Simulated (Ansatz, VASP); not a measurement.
Two plane-wave programs on Mn

INCAR

```
PREC     = Accurate       # precision mode
ENCUT    = 520            # plane-wave cutoff, eV
EDIFF    = 1E-7           # SCF threshold, eV
ISMEAR   = -1             # smearing method
SIGMA    = 0.05           # smearing width, eV
LREAL    = False          # projectors in reciprocal space
LASPH    = True           # aspherical terms in the spheres
NELM     = 150            # most SCF steps
ALGO     = Normal         # electronic algorithm
ISIF     = 2              # what is computed and relaxed
LWAVE    = False          # write WAVECAR
LCHARG   = False          # write CHGCAR
ISPIN    = 2              # spin polarisation
MAGMOM   = -0.839         # initial moments
LORBIT   = 11             # projections on sites
LMAXMIX  = 4              # l up to which the mixer works
GGA      = PE             # functional
NBANDS   = 16             # bands
```

KPOINTS

```
Automatic mesh
0
Gamma
  18 18 18
```

File POSCAR:

```
Mn
1.0
   -1.3392155780      1.3392155780      1.3392155780
    1.3392155780     -1.3392155780      1.3392155780
    1.3392155780      1.3392155780     -1.3392155780
Mn
1
Direct
    0.0000000000      0.0000000000      0.0000000000
```

Input for Ansatz:

```yaml
crystal:
  lattice:
    - [-1.339215578, 1.339215578, 1.339215578]
    - [1.339215578, -1.339215578, 1.339215578]
    - [1.339215578, 1.339215578, -1.339215578]
  atoms:
    - { symbol: Mn, position: [0.0, 0.0, 0.0], spin: -0.839 }
hamiltonian:
  xc: pbe
  pseudopotentials:
    kind: paw
    azcp:
      Mn: "pseudopotentials/Mn.paw.azcp"
basis:
  ecutwfc: 420
  fft_grid_basis: typed
kpoints:
  mp_grid: { grid: [18, 18, 18], shift: [0, 0, 0] }
magnetization:
  spin_polarized: true
scf:
  occupations: { method: fermi_dirac, width: 0.05 }
  lower_state_search: "off"
output:
  stress: true
  write_density: true
  write_potential: true
  elf: true
  volumetric_format: npy
```

Alike in both runs: task single point; functional PBE; k mesh 18 × 18 × 18; occupations fermi-dirac, width 0.05 eV; collinear spin.

```csv
,VASP,Ansatz
version,VASP 6.6.1,Ansatz 0.2.0
potentials or method,"VASP PAW PBE potentials, release 64 (Mn_pv), cutoff 520 eV","plane waves (420 eV) with PAW, scalar-relativistic"
valence electrons in the cell,13,15
```

Ansatz gave:

* net moment per atom (μB): 0.35
* size of the moment on the site where the two differ most (μB): 0.34

Which values does VASP return?

net moment per atom (μB): 0.36; size of the moment on the site where the two differ most (μB): 0.36.

Site moments also hang on the region over which each program counts them. VASP's potentials hold 13 valence electrons a cell and Ansatz's 15, so a difference there can come from the potentials and not from the codes.
